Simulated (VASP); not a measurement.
Set up this calculation in VASP 6.6.1, as the native input.

* Task: relaxation of cell and atoms
* Functional: r2SCAN
* Dispersion: rVV10
* Potentials or basis: VASP PAW PBE potentials, release 64 (W_sv, Se)
* Cutoff: 600 eV
* k mesh: 12 × 12 × 2
* Occupations: fermi-dirac, width 0.02 eV
* Spin: no spin polarisation
* Dipole correction: no
* Further INCAR settings: ALGO = Normal; EDIFF = 1e-06; IBRION = 2; EDIFFG = -0.005; NSW = 80; ISIF = 3

Crystal: WSe2.

```xyz
6
Lattice="3.2790 0.0000 0.0000 -1.6395 2.8397 0.0000 0.0000 0.0000 12.7829" Properties=species:S:1:pos:R:3 pbc="T T T"
W     1.6395    0.9466    9.5872
W     0.0000    1.8931    3.1957
Se    0.0000    1.8931   11.2715
Se    1.6395    0.9466    4.8800
Se    0.0000    1.8931    7.9029
Se    1.6395    0.9466    1.5115
```

One way to write it, as run:

POSCAR

```
WSe2
1.0
    3.2790167217      0.0000000000      0.0000000000
   -1.6395083608      2.8397117804      0.0000000000
    0.0000000000      0.0000000000     12.7829324063
W Se
2 4
Direct
    0.6666666667      0.3333333333      0.7500000000
    0.3333333333      0.6666666667      0.2500000000
    0.3333333333      0.6666666667      0.8817581117
    0.6666666667      0.3333333333      0.3817581117
    0.3333333333      0.6666666667      0.6182418883
    0.6666666667      0.3333333333      0.1182418883
```

INCAR.step1

```
ALGO = Normal
EDIFF = 1E-4
ENCUT = 600
GGA = PE
ISMEAR = -1
LASPH = True
LCHARG = False
LREAL = False
LWAVE = True
NELM = 60
PREC = Accurate
SIGMA = 0.02
```

INCAR.step2

```
ALGO = Normal
BPARAM = 11.95
CPARAM = 0.0093
EDIFF = 1E-6
EDIFFG = -0.005
ENCUT = 600
IBRION = 2
ISIF = 3
ISMEAR = -1
ISTART = 1
IVDW_NL = 2
LASPH = True
LCHARG = False
LMIXTAU = True
LREAL = False
LUSE_VDW = True
LWAVE = False
METAGGA = R2SCAN
NELM = 60
NSW = 80
PREC = Accurate
SIGMA = 0.02
```

KPOINTS

```
k-points
0
Gamma
  12 12 2
```

Potentials or basis: VASP PAW PBE potentials, release 64 (W_sv, Se).

Run with:

```console
$ cat potpaw_PBE.64/W_sv/POTCAR potpaw_PBE.64/Se/POTCAR > POTCAR
$ cp INCAR.step1 INCAR
$ mpirun -np 1 vasp_std > vasp.out
$ cp INCAR.step2 INCAR
$ mpirun -np 1 vasp_std > vasp.out
```

It gave:

```json
{"Relaxed volume": "20.77 Å³/atom", "Relaxed cell": "a = 3.305 Å, b = 3.305 Å, c = 13.173 Å, α = 90.00°, β = 90.00°, γ = 120.00°", "Space group after relaxing (to 0.1 Å)": "P6_3/mmc (No. 194)", "Energy gained by relaxing": "7.3 meV/atom", "Ionic steps": "11", "Pressure after relaxing": "0.0 GPa", "Band gap on the k mesh": "1.14 eV (least direct gap 1.60 eV)"}
```

Caveat: the PAW data sets were made with another functional, which shifts forces and pressure a little; spin-orbit coupling is left out, which moves the levels of the heavy elements.

It took 86 min on 1 thread of Intel(R) Xeon(R) Platinum 8488C (Sapphire Rapids), on a shared host, peak memory 0.7 GiB.
